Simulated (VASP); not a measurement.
# SnSe2 (Cm) in VASP: notebook

SnSe2 is run at these levels: PBEsol; tasks: single point.

Everything below comes from runs of VASP 6.6.1. Logs are shortened: lines on timing, memory, paths and dates and some standing lists are left out, and cuts for length are marked.

### Step 1. The cell of the first run

Symmetry: Cm, No. 8, monoclinic system. The conventional cell has a = 6.601 Å, b = 3.811 Å, c = 6.137 Å, α = 90.00°, β = 90.00°, γ = 90.00°. Sn (site symmetry m) has 6 Se at 2.57 to 2.79 Å within 3.4 Å. Within 3.4 Å of Se (site symmetry m) lie 3 Sn at 2.57 to 2.69 Å. Se (site symmetry m) has 3 Sn at 2.68 to 2.79 Å within 3.5 Å.

### Step 2. Single point, PBEsol

The input, INCAR:

```
PREC = Accurate ; ENCUT = 520
EDIFF = 1E-6 ; ISMEAR = 0
SIGMA = 0.05 ; LREAL = F
LASPH = T ; NELM = 60
ALGO = Normal ; ISIF = 2
LWAVE = F ; LCHARG = T
GGA = PS ; LELF = T
LVHAR = T ; NBANDS = 20
```

The input, KPOINTS:

```
Automatic mesh
0
Gamma
  12 12 6
```

The input, POSCAR:

```
SnSe2
1.0
    3.8109987816      0.0000000000      0.0000000000
   -1.9054993908      3.3004217586      0.0000000000
    0.0000000000      0.0000000000      6.1370000000
Sn Se
1 2
Direct
    0.0000000000      0.0000000000      0.0000000000
    0.3193532091      0.6387064182      0.2395149068
    0.6526865424      0.3053730849      0.7395149068
```

Potentials or basis: VASP PAW PBE potentials, release 64 (Sn_d, Se).

The run is started by

```bash
$ cat potpaw_PBE.64/Sn_d/POTCAR potpaw_PBE.64/Se/POTCAR > POTCAR
$ mpirun -np 1 vasp_std > vasp.out
```

OUTCAR:

```text
PREC = Accurate
   ENCUT = 520
   EDIFF = 1E-6
   ISMEAR = 0
   LREAL = F
   LASPH = T
   NELM = 60
   ISIF = 2
   GGA = PS

 ion  position               nearest neighbor table
   1  0.000  0.000  0.000-   2 2.57   3 2.68   3 2.68   2 2.69   2 2.69   3 2.79
   2  0.319  0.639  0.240-   1 2.57   1 2.69   1 2.69
   3  0.653  0.305  0.740-   1 2.68   1 2.68   1 2.79

  LATTYP: Found a hexagonal cell.
 ALAT       =     3.8109987816
 C/A-ratio  =     1.6103390087

  Lattice vectors:

 A1 = (   3.8109987816,   0.0000000000,   0.0000000000)
 A2 = (  -1.9054993908,   3.3004217586,   0.0000000000)
 A3 = (   0.0000000000,   0.0000000000,   6.1370000000)

Analysis of symmetry for initial positions (statically):
=====================================================================
 Subroutine PRICEL returns:
 Original cell was already a primitive cell.

 Routine SETGRP: Setting up the symmetry group for a
 hexagonal supercell.

 Subroutine GETGRP returns: Found  2 space group operations
 (whereof  2 operations were pure point group operations)
 out of a pool of 24 trial point group operations.

The static configuration has the point symmetry C_1h.

Analysis of symmetry for dynamics (positions and initial velocities):
=====================================================================
 Subroutine PRICEL returns:
 Original cell was already a primitive cell.

 Routine SETGRP: Setting up the symmetry group for a
 hexagonal supercell.

 Subroutine GETGRP returns: Found  2 space group operations
 (whereof  2 operations were pure point group operations)
 out of a pool of 24 trial point group operations.

The dynamic configuration has the point symmetry C_1h.

 Subroutine INISYM returns: Found  2 space group operations
 (whereof  2 operations are pure point group operations),
 and found     1 'primitive' translations

----------------------------------------------------------------------------------------

                                     Primitive cell

  volume of cell :      77.1906

  direct lattice vectors                    reciprocal lattice vectors
     3.810998782  0.000000000  0.000000000     0.262398405  0.151495789  0.000000000
    -1.905499391  3.300421759  0.000000000     0.000000000  0.302991579  0.000000000
     0.000000000  0.000000000  6.137000000     0.000000000  0.000000000  0.162946065

  length of vectors
     3.810998782  3.810998782  6.137000000     0.302991579  0.302991579  0.162946065

  position of ions in fractional coordinates (direct lattice)
     0.000000000  0.000000000  0.000000000
     0.319353209  0.638706418  0.239514907
     0.652686542  0.305373085  0.739514907

  ion indices of the primitive-cell ions
   primitive index   ion index
                 1           1
                 2           2
                 3           3

----------------------------------------------------------------------------------------

 KPOINTS: Automatic mesh

Automatic generation of k-mesh.
 Grid dimensions read from file:
 generate k-points for:   12   12    6

 Generating k-lattice:

  Cartesian coordinates                     Fractional coordinates (reciprocal lattice)
     0.021866534  0.012624649  0.000000000     0.083333333 -0.000000000  0.000000000
     0.000000000  0.025249298  0.000000000     0.000000000  0.083333333  0.000000000
     0.000000000  0.000000000  0.027157677     0.000000000  0.000000000  0.166666667

  Length of vectors
     0.025249298  0.025249298  0.027157677

  Shift w.r.t. Gamma in fractional coordinates (k-lattice)
     0.000000000  0.000000000  0.000000000

 Subroutine IBZKPT returns following result:
 ===========================================

 Found    242 irreducible k-points:

 Following reciprocal coordinates:
            Coordinates               Weight
  0.000000  0.000000  0.000000      1.000000
  0.083333  0.000000  0.000000      4.000000
  0.000000  0.083333  0.000000      2.000000
  0.166667  0.000000  0.000000      4.000000
  0.000000  0.166667  0.000000      2.000000
  0.250000 -0.000000  0.000000      4.000000
[... 16 lines left out ...]
 -0.083333  0.416667  0.000000      4.000000
 -0.416667  0.333333  0.000000      4.000000
 [... further k-points ...]
   k-points           NKPTS =    242   k-points in BZ     NKDIM =    242   number of bands    NBANDS=     20
   number of dos      NEDOS =    301   number of ions     NIONS =      3
   total plane-waves  NPLWV =  37632
   dimension x,y,z NGX =    28 NGY =   28 NGZ =   48
   dimension x,y,z NGXF=    56 NGYF=   56 NGZF=   96
   ions per type =               1   2
   NGX,Y,Z   is equivalent  to a cutoff of  12.21, 12.21, 13.00 a.u.
   NGXF,Y,Z  is equivalent  to a cutoff of  24.43, 24.43, 26.01 a.u.
 SYSTEM =  unknown system
   PREC   = accura    normal or accurate (medium, high low for compatibility)
   ISTART =      0    job   : 0-new  1-cont  2-samecut
   ICHARG =      2    charge: 1-file 2-atom 10-const
   ISPIN  =      1    spin polarized calculation?
   LNONCOLLINEAR =      F non collinear calculations
   LSORBIT =      F    spin-orbit coupling
   LASPH  =      T    aspherical Exc in radial PAW
   ENCUT  =  520.0 eV  38.22 Ry    6.18 a.u.   7.09  7.09 11.41*2*pi/ulx,y,z
   NELM   =     60;   NELMIN=  2; NELMDL= -5     # of ELM steps
   EDIFF  = 0.1E-05   stopping-criterion for ELM
   LREAL  =      F    real-space projection
   EDIFFG = 0.1E-04   stopping-criterion for IOM
   NSW    =      0    number of steps for IOM
   IBRION =     -1    ionic relax: 0-MD 1-quasi-New 2-CG
   NFREE  =      0    steps in history (QN), initial steepest desc. (CG)
   ISIF   =      2    stress and relaxation
   ISYM   =      2    0-nonsym 1-usesym 2-fastsym
   POTIM  = 0.5000    time-step for ionic-motion
   TEBEG  =    0.0;   TEEND  =   0.0 temperature during run
   PSTRESS=    0.0 pullay stress
   NELECT =      26.0000    total number of electrons
   NUPDOWN=      -1.0000    fix difference up-down
   EMIN   =  10.00;   EMAX   =-10.00  energy-range for DOS
   EFERMI =   0.00;   METHOD = LEGACY
   ISMEAR =     0;   SIGMA  =   0.05  broadening in eV -4-tet -1-fermi 0-gaus
   EFERMI_NEDOS =   21; number of points for ismear=-14 and -15
   IALGO  =     38    algorithm
   IMIX   =      4    mixing-type and parameters
     AMIX     =   0.40;   BMIX     =  1.00
     AMIX_MAG =   1.60;   BMIX_MAG =  1.00
  volume/ion in A,a.u.               =      25.73       173.64
  Fermi-wavevector in a.u.,A,eV,Ry     =   1.139054  2.152501 17.652812  1.297445
  Thomas-Fermi vector in A             =   2.275758
   LORBIT       =      0    0 simple, 1 ext, 2 COOP (PROOUT), +10 PAW based schemes
   GGA     = PS    functional components
   LHFCALC =     F    Hartree Fock is set to
   AEXX    =    0.0000 exact exchange contribution
   IVDW    =     0    specifies the selected vdW correction
   LEPSILON=     F    determine dielectric tensor
   LRPA    =     F    only Hartree local field effects (RPA)
 non-spin polarized calculation
 Gauss-broadening in eV      SIGMA  =   0.05
  energy-cutoff  :      520.00
  volume of cell :       77.19
 maximum number of plane-waves:      2109
   NGX = 15   NGY = 15   NGZ = 23

 number of electron      26.0000005 magnetization

 Free energy of the ion-electron system (eV)
  ---------------------------------------------------
  ext. energy  EPLUGINS =         0.00000000
  ---------------------------------------------------
  free energy    TOTEN  =       -12.89133958 eV

  energy without entropy =      -12.89133958  energy(sigma->0) =      -12.89133958

 E-fermi :   4.3428     XC(G=0):  -9.6422

 val. band max:        4.1104009668   @ k =   0.0833   0.0833   0.0000
 cond. band min:       4.7150177388   @ k =  -0.4167   0.0000   0.3333
 fundamental gap:      0.6046167719
 Fermi energy:         4.3427997452

 k-point     1 :       0.0000    0.0000    0.0000
  band No.  band energies     occupation
      1     -17.1289      2.00000
      2     -17.1201      2.00000
      3     -17.0818      2.00000
      4     -17.0672      2.00000
      5     -17.0665      2.00000
      6     -10.0080      2.00000
[... 12 lines left out ...]
     19      12.9239      0.00000
     20      12.9901      0.00000

 k-point     2 :       0.0833    0.0000    0.0000
  band No.  band energies     occupation
      1     -17.1295      2.00000
      2     -17.1206      2.00000
      3     -17.0797      2.00000
      4     -17.0683      2.00000
      5     -17.0664      2.00000
      6      -9.9379      2.00000
[... 12 lines left out ...]
     19      12.3623      0.00000
     20      13.0368      0.00000

 k-point     3 :       0.0000    0.0833    0.0000
  band No.  band energies     occupation
      1     -17.1326      2.00000
      2     -17.1174      2.00000
      3     -17.0796      2.00000
      4     -17.0689      2.00000
      5     -17.0661      2.00000
      6      -9.9372      2.00000
[... 12 lines left out ...]
     19      12.4009      0.00000
     20      13.0681      0.00000

 k-point     4 :       0.1667    0.0000    0.0000
  band No.  band energies     occupation
      1     -17.1380      2.00000
      2     -17.1168      2.00000
      3     -17.0767      2.00000
      4     -17.0696      2.00000
      5     -17.0640      2.00000
      6      -9.7323      2.00000
[... 12 lines left out ...]
     19      12.2354      0.00000
     20      13.1743      0.00000

 k-point     5 :       0.0000    0.1667    0.0000
  band No.  band energies     occupation
      1     -17.1435      2.00000
      2     -17.1109      2.00000
      3     -17.0754      2.00000
      4     -17.0711      2.00000
      5     -17.0643      2.00000
      6      -9.7292      2.00000
[... 12 lines left out ...]
     19      12.2382      0.00000
     20      13.2110      0.00000
[... 353 lines left out ...]
      6      -9.1657      2.00000
[... 12 lines left out ...]
     19      11.9099      0.00000
     20      13.7985      0.00000

 k-point    22 :       0.3333    0.0833    0.0000
  band No.  band energies     occupation
      1     -17.1737      2.00000
      2     -17.1093      2.00000
      3     -17.0861      2.00000
      4     -17.0516      2.00000
      5     -17.0456      2.00000
      6      -8.7432      2.00000
[... 12 lines left out ...]
     19      12.8047      0.00000
     20      14.0078      0.00000

 k-point    23 :      -0.0833    0.4167    0.0000
  band No.  band energies     occupation
      1     -17.1799      2.00000
      2     -17.1027      2.00000
      3     -17.0846      2.00000
      4     -17.0537      2.00000
      5     -17.0454      2.00000
      6      -8.7257      2.00000
[... 12 lines left out ...]
     19      12.7861      0.00000
     20      14.0197      0.00000

 k-point    24 :      -0.4167    0.3333    0.0000
  band No.  band energies     occupation
      1     -17.1718      2.00000
      2     -17.1109      2.00000
      3     -17.0862      2.00000
      4     -17.0540      2.00000
      5     -17.0432      2.00000
      6      -8.7481      2.00000
[... 12 lines left out ...]
     19      12.7910      0.00000
     20      14.0119      0.00000

 [... further k-points ...]

------------------------ aborting loop because EDIFF is reached ----------------------------------------

  FORCE on cell =-STRESS in cart. coord.  units (eV):
  Direction    XX          YY          ZZ          XY          YZ          ZX
  --------------------------------------------------------------------------------------
  -------------------------------------------------------------------------------------
  Total        0.8250092      1.2622838      1.7891110      0.0000000      0.3069958      0.0000000
  in kB       17.1239918     26.2001159     37.1350054      0.0000000      6.3720421      0.0000000
  external PRESSURE =      26.8197044 kB  Pullay stress =       0.0000000 kB

 VOLUME and BASIS-vectors are now :
 -----------------------------------------------------------------------------
  energy-cutoff  :      520.00
  volume of cell :       77.19
      direct lattice vectors                 reciprocal lattice vectors
     3.810998782  0.000000000  0.000000000     0.262398405  0.151495789  0.000000000
    -1.905499391  3.300421759  0.000000000     0.000000000  0.302991579  0.000000000
     0.000000000  0.000000000  6.137000000     0.000000000  0.000000000  0.162946065

 POSITION                                       TOTAL-FORCE (eV/Angst)
 -----------------------------------------------------------------------------------
      0.00000      0.00000      0.00000         0.000000     -0.615644     -1.047943
      0.00000      2.10800      1.46990        -0.000000      0.418986      1.145271
      1.90550      1.00786      4.53840         0.000000      0.196657     -0.097328
 -----------------------------------------------------------------------------------
    total drift:                                0.000000     -0.000153     -0.000364

  FREE ENERGIE OF THE ION-ELECTRON SYSTEM (eV)
  ---------------------------------------------------
  free  energy   TOTEN  =       -12.8913395795 eV

  energy  without entropy=      -12.8913395795  energy(sigma->0) =      -12.89133958
```

It took 5.7 min on 1 thread of Oxide Virtual Turin-like, shared host; peak memory 0.43 GiB.

What came out:

```yaml
Free_energy: -12.8913 eV
Pressure: 2.7 GPa
Largest_force: 1.220 eV/Å
Band_gap_on_the_k_mesh: 0.60 eV (least direct gap 0.94 eV)
```

Forces in eV/Å, atoms in the order of the input:
```
Sn   0.000 -0.616 -1.048
Se   0.000  0.419  1.145
Se   0.000  0.197 -0.097
```

Stress tensor (GPa, compression positive):
```
1.71 0.00 0.00
0.00 2.62 0.64
0.00 0.64 3.71
```

Caveat: the cell differs from its parent crystal (all Se atoms moved +0.113 Å, as atom 2 towards its neighbour atom 1 (Sn) at 2.682 Å); semilocal functionals underestimate gaps, and a narrow one can read as zero; the PAW data sets were made with another functional, which shifts forces and pressure a little; spin-orbit coupling is left out, which moves the levels of the heavy elements; this functional lacks dispersion, which binds layers or chains, so the pressure and a relaxed spacing across them are unreliable.

### Step 3. Single point, PBEsol

The input, INCAR:

```
SYSTEM = SnSe2
PREC = Accurate
ENCUT = 520
EDIFF = 1E-6
ISMEAR = 0
SIGMA = 0.05
LREAL = .False.
LASPH = .True.
NELM = 100
ALGO = Normal
ISIF = 2
LWAVE = .False.
LCHARG = .True.
GGA = PS
LELF = .True.
LVHAR = .True.
NBANDS = 20
```

The input, KPOINTS:

```
regular mesh
0
Gamma
  12 12 6
  0 0 0
```

The input, POSCAR:

```
SnSe2
1.0
    3.8109987816      0.0000000000      0.0000000000
   -1.9054993908      3.3004217586      0.0000000000
    0.0000000000      0.0000000000      6.1370000000
Sn Se
1 2
Direct
    0.0000000000      0.0000000000      0.0000000000
    0.3286732919      0.6573465838      0.2465049689
    0.6620066253      0.3240132505      0.7465049689
```

Potentials or basis: VASP PAW PBE potentials, release 64 (Sn_d, Se).

The run is started by

```bash
$ cat potpaw_PBE.64/Sn_d/POTCAR potpaw_PBE.64/Se/POTCAR > POTCAR
$ mpirun -np 1 vasp_std > vasp.out
```

Wall time 4.7 min (1 thread of Oxide Virtual Turin-like, shared host); peak memory 0.43 GiB.

The run converged. Its results:

```
Free energy            : -12.9458 eV
Pressure               : 2.4 GPa
Largest force          : 0.745 eV/Å
Band gap on the k mesh : 0.63 eV (least direct gap 0.99 eV)
```

Forces on the atoms (eV/Å):
```
Sn   0.000 -0.196 -0.344
Se   0.000  0.110  0.737
Se   0.000  0.086 -0.393
```

Stress tensor (GPa, compression positive):
```
1.80 0.00 0.00
0.00 1.90 0.07
0.00 0.07 3.52
```

Levels at points of the mesh, in eV from the valence-band top:
```tsv
k point	band 10	band 11	band 12	band 13	band 14	band 15	band 16	band 17
(0.00, 0.00, 0.00)	-0.73	-0.42	-0.38	-0.05	0.94	2.81	4.54	4.55
(0.50, 0.00, 0.00)	-2.99	-2.73	-1.29	-0.34	1.06	3.64	5.25	5.38
(0.00, 0.50, 0.00)	-2.99	-2.73	-1.29	-0.34	1.06	3.64	5.27	5.36
(0.00, 0.00, 0.50)	-0.86	-0.83	-0.27	-0.24	2.34	2.79	4.26	4.27
(0.50, 0.00, 0.50)	-2.56	-2.06	-0.91	-0.74	0.75	4.09	4.69	5.68
(0.00, 0.50, 0.50)	-2.56	-2.06	-0.90	-0.74	0.75	4.09	4.69	5.69
```

Caveat: the cell differs from its parent crystal (all Se atoms moved +0.037 Å, as atom 2 towards its neighbour atom 1 (Sn) at 2.682 Å); semilocal functionals underestimate gaps, and a narrow one can read as zero; the PAW data sets were made with another functional, which shifts forces and pressure a little; spin-orbit coupling is left out, which moves the levels of the heavy elements; this functional lacks dispersion, which binds layers or chains, so the pressure and a relaxed spacing across them are unreliable. A k mesh can miss the band edges.
